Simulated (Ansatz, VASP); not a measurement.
Two plane-wave programs on TiAl

```
Ti Al
1.0
     2.86726    0.00000    0.00000
    -1.43363    2.48312    0.00000
     0.00000    0.00000    4.67808
Ti Al
1 1
Cartesian
  -0.1000 -0.2000 0.0000
  0.0000 1.6554 2.3390
```

Alike in both runs: task single point; functional PBEsol; k mesh 18 × 18 × 10; occupations gaussian, width 0.15 eV; no spin polarisation.

|  | VASP | Ansatz |
| --- | --- | --- |
| version | VASP 6.6.1 | Ansatz 0.2.0 |
| potentials or method | VASP PAW PBE potentials, release 64 (Ti_sv, Al), cutoff 520 eV | scalar-relativistic, plane waves, PAW |
| valence electrons in the cell | 15 | 15 |

Ansatz gave:

```
gap on the k mesh at the Fermi level (eV)                     : none
pressure (GPa)                                                : -2.4
traceless stress, the component that is largest in VASP (GPa) : 2.91
rms of the force components (eV/Å)                            : 0.242
```

**Question.** What did VASP give for the same quantities?

**Answer.** gap on the k mesh at the Fermi level (eV): none; pressure (GPa): -2.6; traceless stress, the component that is largest in VASP (GPa): 2.88; rms of the force components (eV/Å): 0.242.

VASP's potentials were made for PBE, not for PBEsol. Atom by atom the forces differ by 0.000 eV/Å (rms over components). A gap of «none» marks a metal or a gap that the smearing closes. With one functional, cell and mesh, what is left measures potentials, basis and numerics.
